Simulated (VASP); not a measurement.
A run of VASP 6.6.1:

The input INCAR:

```
SYSTEM = Cd
ALGO = Normal
EDIFF = 1E-8
ENCUT = 520
GGA = PE
ISIF = 2
ISMEAR = -1
LASPH = .TRUE.
LCHARG = .FALSE.
LEFG = .TRUE.
LREAL = .FALSE.
LWAVE = .FALSE.
NBANDS = 19
NELM = 60
PREC = Accurate
SIGMA = 0.05
```

Contents of KPOINTS:

```
k-points
0
G
  14 14 7
  0 0 0
```

The input POSCAR:

```
Cd
1.0
    2.9180621286      0.0000000000      0.0000000000
   -1.4590310642      2.5271159331      0.0000000000
    0.0000000000      0.0000000000      5.5029719036
Cd
2
Direct
    0.3333333333      0.6666666667      0.2500000000
    0.6666666667      0.3333333333      0.7500000000
```

Potentials or basis: VASP PAW PBE potentials, release 64 (Cd).

Command:

```console
$ cat potpaw_PBE.64/Cd/POTCAR > POTCAR
$ mpirun -np 1 vasp_std > vasp.out
```

Hardware: 1 thread of Intel(R) Xeon(R) 6975P-C (Granite Rapids), on a shared host.

Question: Estimate the wall time of this run.

Answer: It took 22 s on 1 thread of Intel(R) Xeon(R) 6975P-C (Granite Rapids) (shared host), peak memory 0.2 GiB. Counts: scf iterations 14, k points 96.
